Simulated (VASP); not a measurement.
# Ag in VASP: notebook

The runs below take Ag through single point, with PBEsol.

All numbers are computed with VASP 6.6.1; they aren't measurements. Logs are shortened: lines on timing, memory, paths and dates and some standing lists are left out, and cuts for length are marked.

## Step 1: The cell of the first run

The cell holds a slab with vacuum, 4 atoms: a = 2.867 Å, b = 4.054 Å, c = 20.300 Å, α = 90.00°, β = 90.00°, γ = 90.00°.

## Step 2: Single point, PBEsol

Contents of INCAR:

```
SYSTEM = Ag
PREC     = Accurate       ! precision mode
ENCUT    = 520            ! plane-wave cutoff, eV
EDIFF    = 1E-6           ! SCF threshold, eV
ISMEAR   = -1             ! smearing method
SIGMA    = 0.05           ! smearing width, eV
LREAL    = .False.        ! projectors in reciprocal space
LASPH    = .True.         ! aspherical terms in the spheres
NELM     = 100            ! most SCF steps
ALGO     = Normal         ! electronic algorithm
ISIF     = 2              ! what is computed and relaxed
LWAVE    = .False.        ! write WAVECAR
LCHARG   = .True.         ! write CHGCAR
LDIPOL   = .True.       
IDIPOL   = 3            
DIPOL    = 0.5 0.5 0.500
GGA      = PS             ! functional
LELF     = .True.         ! ELF
LVHAR    = .True.       
LVACPOTAV= .True.       
NBANDS   = 30             ! bands
```

Contents of KPOINTS:

```
Automatic mesh
0
Gamma
  14 10 1
  0 0 0
```

Contents of POSCAR:

```
Ag
1.0
    2.8669514106      0.0000000000      0.0000000000
    0.0000000000      4.0544815675      0.0000000000
    0.0000000000      0.0000000000     20.3004000000
Ag
4
Direct
    0.2500000000      0.2500000000      0.3990727536
    0.7500000000      0.7500000000      0.4616328467
    0.2500000000      0.2500000000      0.5383671511
    0.7500000000      0.7500000000      0.6009272481
```

Potentials or basis: VASP PAW PBE potentials, release 64 (Ag).

Launch:

```console
> cat potpaw_PBE.64/Ag/POTCAR > POTCAR
> mpirun -np 1 vasp_std > vasp.out
```

OUTCAR:

```text
SYSTEM = Ag
   PREC = Accurate
   ENCUT = 520
   EDIFF = 1E-6
   ISMEAR = -1
   LREAL = .False.
   LASPH = .True.
   NELM = 100
   ISIF = 2
   GGA = PS

 ion  position               nearest neighbor table
   1  0.250  0.250  0.399-   2 2.79   2 2.79   2 2.79   2 2.79   3 2.83
   2  0.750  0.750  0.462-   1 2.79   1 2.79   1 2.79   1 2.79   4 2.83   3 2.93   3 2.93   3 2.93
                             3 2.93
   3  0.250  0.250  0.538-   4 2.79   4 2.79   4 2.79   4 2.79   1 2.83   2 2.93   2 2.93   2 2.93
                             2 2.93
   4  0.750  0.750  0.601-   3 2.79   3 2.79   3 2.79   3 2.79   2 2.83

  LATTYP: Found a simple orthorhombic cell.
 ALAT       =     2.8669514106
 B/A-ratio  =     1.4142135624
 C/A-ratio  =     7.0808315498

  Lattice vectors:

 A1 = (   2.8669514106,   0.0000000000,   0.0000000000)
 A2 = (   0.0000000000,   4.0544815675,   0.0000000000)
 A3 = (   0.0000000000,   0.0000000000,  20.3004000000)

Analysis of symmetry for initial positions (statically):
=====================================================================
 Subroutine PRICEL returns:
 Original cell was already a primitive cell.

 Routine SETGRP: Setting up the symmetry group for a
 simple orthorhombic supercell.

 Subroutine GETGRP returns: Found  8 space group operations
 (whereof  2 operations were pure point group operations)
 out of a pool of  8 trial point group operations.

The static configuration has the point symmetry S_2 .
 The point group associated with its full space group is D_2h.

Analysis of symmetry for dynamics (positions and initial velocities):
=====================================================================
 Subroutine PRICEL returns:
 Original cell was already a primitive cell.

 Routine SETGRP: Setting up the symmetry group for a
 simple orthorhombic supercell.

 Subroutine GETGRP returns: Found  8 space group operations
 (whereof  2 operations were pure point group operations)
 out of a pool of  8 trial point group operations.

The dynamic configuration has the point symmetry S_2 .
 The point group associated with its full space group is D_2h.

 Subroutine INISYM returns: Found  8 space group operations
 (whereof  2 operations are pure point group operations),
 and found     1 'primitive' translations

----------------------------------------------------------------------------------------

                                     Primitive cell

  volume of cell :     235.9719

[... 91 lines left out ...]
   NELM   =    100;   NELMIN=  2; NELMDL= -5     # of ELM steps
   EDIFF  = 0.1E-05   stopping-criterion for ELM
   LREAL  =      F    real-space projection
   EDIFFG = 0.1E-04   stopping-criterion for IOM
   NSW    =      0    number of steps for IOM
   IBRION =     -1    ionic relax: 0-MD 1-quasi-New 2-CG
   NFREE  =      0    steps in history (QN), initial steepest desc. (CG)
   ISIF   =      2    stress and relaxation
   ISYM   =      2    0-nonsym 1-usesym 2-fastsym
   POTIM  = 0.5000    time-step for ionic-motion
   TEBEG  =    0.0;   TEEND  =   0.0 temperature during run
   PSTRESS=    0.0 pullay stress
   NELECT =      44.0000    total number of electrons
   NUPDOWN=      -1.0000    fix difference up-down
   EMIN   =  10.00;   EMAX   =-10.00  energy-range for DOS
   EFERMI =   0.00;   METHOD = LEGACY
   ISMEAR =    -1;   SIGMA  =   0.05  broadening in eV -4-tet -1-fermi 0-gaus
   EFERMI_NEDOS =   21; number of points for ismear=-14 and -15
   IALGO  =     38    algorithm
   IMIX   =      4    mixing-type and parameters
     AMIX     =   0.40;   BMIX     =  1.00
     AMIX_MAG =   1.60;   BMIX_MAG =  1.00
  volume/ion in A,a.u.               =      58.99       398.10
  Fermi-wavevector in a.u.,A,eV,Ry     =   0.935274  1.767412 11.901532  0.874738
  Thomas-Fermi vector in A             =   2.062165
   LORBIT       =      0    0 simple, 1 ext, 2 COOP (PROOUT), +10 PAW based schemes
   GGA     = PS    functional components
   LHFCALC =     F    Hartree Fock is set to
   AEXX    =    0.0000 exact exchange contribution
   IVDW    =     0    specifies the selected vdW correction
   LEPSILON=     F    determine dielectric tensor
   LRPA    =     F    only Hartree local field effects (RPA)
 non-spin polarized calculation
  energy-cutoff  :      520.00
  volume of cell :      235.97
 maximum number of plane-waves:      6399
 NGX is ok and might be reduce to    24
   NGX = 11   NGY = 15   NGZ = 75

 number of electron      43.9999990 magnetization

 dipolmoment           0.000000      0.000000      0.000000 electrons x Angstroem

 Free energy of the ion-electron system (eV)
  ---------------------------------------------------
  ext. energy  EPLUGINS =         0.00000000
  ---------------------------------------------------
  free energy    TOTEN  =       -11.51478148 eV

  energy without entropy =      -11.50331603  energy(sigma->0) =      -11.50904875

 E-fermi :  -0.6049     XC(G=0):  -4.4199

 val. band max:       -0.6132867011   @ k =   0.1429   0.0000   0.0000
 cond. band min:      -0.5732292947   @ k =   0.0714   0.2000   0.0000
 fundamental gap:      0.0400574064
 Fermi energy:        -0.6049490602

 k-point     1 :       0.0000    0.0000    0.0000
  band No.  band energies     occupation
      1      -7.7643      2.00000
      2      -6.8943      2.00000
      3      -6.5657      2.00000
      4      -6.2918      2.00000
      5      -5.9927      2.00000
      6      -5.6431      2.00000
[... 781 lines left out ...]
     29       7.5279      0.00000
     30       7.5279      0.00000

 [... further k-points ...]
[... 5 lines left out ...]
  --------------------------------------------------------------------------------------
  -------------------------------------------------------------------------------------
  Total       -1.6348325     -0.9649787     -0.0866804      0.0000000      0.0000000      0.0000000
  in kB      -11.1000156     -6.5519117     -0.5885335      0.0000000      0.0000000      0.0000000
  external PRESSURE =      -6.0801536 kB  Pullay stress =       0.0000000 kB

 VOLUME and BASIS-vectors are now :
 -----------------------------------------------------------------------------
  energy-cutoff  :      520.00
  volume of cell :      235.97
      direct lattice vectors                 reciprocal lattice vectors
     2.866951411  0.000000000  0.000000000     0.348802563  0.000000000  0.000000000
     0.000000000  4.054481567  0.000000000     0.000000000  0.246640658  0.000000000
     0.000000000  0.000000000 20.300400000     0.000000000  0.000000000  0.049260113

 POSITION                                       TOTAL-FORCE (eV/Angst)
 -----------------------------------------------------------------------------------
      0.71674      1.01362      8.10134         0.000000     -0.000000      0.009546
      2.15021      3.04086      9.37133         0.000000      0.000000      0.001103
      0.71674      1.01362     10.92907        -0.000000     -0.000000     -0.001103
      2.15021      3.04086     12.19906         0.000000     -0.000000     -0.009546
 -----------------------------------------------------------------------------------
    total drift:                                0.000000     -0.000000      0.000061

  FREE ENERGIE OF THE ION-ELECTRON SYSTEM (eV)
  ---------------------------------------------------
  free  energy   TOTEN  =       -11.5147814795 eV

  energy  without entropy=      -11.5033160283  energy(sigma->0) =      -11.50904875

 vacuum level on the upper side and lower side of the slab         3.649         3.649
```

OSZICAR:

```text
N       E                     dE             d eps       ncg     rms          rms(c)
DAV:   1     0.262120921471E+03    0.26212E+03   -0.19086E+04  2880   0.121E+03
DAV:   2    -0.414360793623E+01   -0.26626E+03   -0.25069E+03  3314   0.258E+02
DAV:   3    -0.125687090208E+02   -0.84251E+01   -0.83184E+01  3326   0.481E+01
[... 13 lines left out ...]
DAV:  17    -0.115147625301E+02   -0.55649E-05   -0.90859E-07  2298   0.602E-03    0.629E-04
DAV:  18    -0.115147741119E+02   -0.11582E-04   -0.62324E-07  2176   0.276E-03    0.514E-04
DAV:  19    -0.115147778093E+02   -0.36975E-05   -0.91591E-08  2076   0.922E-04    0.340E-04
DAV:  20    -0.115147812962E+02   -0.34868E-05   -0.22375E-07  2032   0.165E-03    0.117E-04
DAV:  21    -0.115147814795E+02   -0.18332E-06   -0.53701E-09  1936   0.331E-04
   1 F= -.11514781E+02 E0= -.11509049E+02  d E =-.114655E-01
```

Wall time 4.3 min (1 thread of Intel Xeon Platinum 8488C (Sapphire Rapids), shared host); peak memory 0.48 GiB.

What came out:

```yaml
Free_energy: -11.5148 eV
Largest_force: 0.010 eV/Å
Band_gap_on_the_k_mesh: zero (bands 22 and 23 overlap by 2.87 eV)
```

Forces on the atoms (eV/Å):
```
Ag   0.000  0.000  0.010
Ag   0.000  0.000  0.001
Ag   0.000  0.000 -0.001
Ag   0.000  0.000 -0.010
```

Caveat: the PAW data sets were made with another functional, which shifts forces and pressure a little.

(Part 1 of 2 ends here.)

The gap in the log of VASP goes by the Fermi energy; the results here count the filled bands.